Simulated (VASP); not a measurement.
Input of a VASP 6.6.1 run:

The input INCAR:

```
PREC = Accurate ; ENCUT = 520
EDIFF = 1E-6 ; ISMEAR = -1
SIGMA = 0.1 ; LREAL = F
LASPH = T ; NELM = 60
ALGO = Normal ; ISIF = 2
LWAVE = F ; LCHARG = T
GGA = RE ; LELF = T
LVHAR = T ; NBANDS = 30
```

KPOINTS

```
Automatic mesh
0
Gamma
  4 4 4
```

POSCAR

```
CsSnI3
1.0
    4.5245473691      2.6122467240      4.1790622070
   -4.5245473691      2.6122467240      4.1790622070
    0.0000000000     -5.2244992005      4.1790586112
I Cs Sn
3 1 1
Direct
    0.4910858419      0.9805891640      0.4910858419
    0.4910858419      0.4910858419      0.9805891640
    0.9805891640      0.4910858419      0.4910858419
    0.0653887689      0.0653887689      0.0653887689
    0.5338803833      0.5338803833      0.5338803833
```

Potentials or basis: VASP PAW PBE potentials, release 64 (I, Cs_sv, Sn_d).

Launch:

```sh
$ cat potpaw_PBE.64/I/POTCAR potpaw_PBE.64/Cs_sv/POTCAR potpaw_PBE.64/Sn_d/POTCAR > POTCAR
$ mpirun -np 1 vasp_std > vasp.out
```

Problem. Estimate the pressure.

Solution. 0.0 GPa.

Problem. What does it give for the band gap on the k mesh?

Solution. 1.52 eV.

Problem. What does it give for the largest force?

Solution. 0.012 eV/Å.

Forces on the atoms (eV/Å):
```
I   -0.004  0.002  0.005
I    0.000 -0.004  0.005
I    0.004  0.002  0.005
Cs   0.000  0.000 -0.001
Sn   0.000  0.000 -0.012
```

Caveat: the PAW data sets were made with another functional, which shifts forces and pressure a little; spin-orbit coupling is left out, which moves the levels of the heavy elements. A k mesh can miss the band edges.
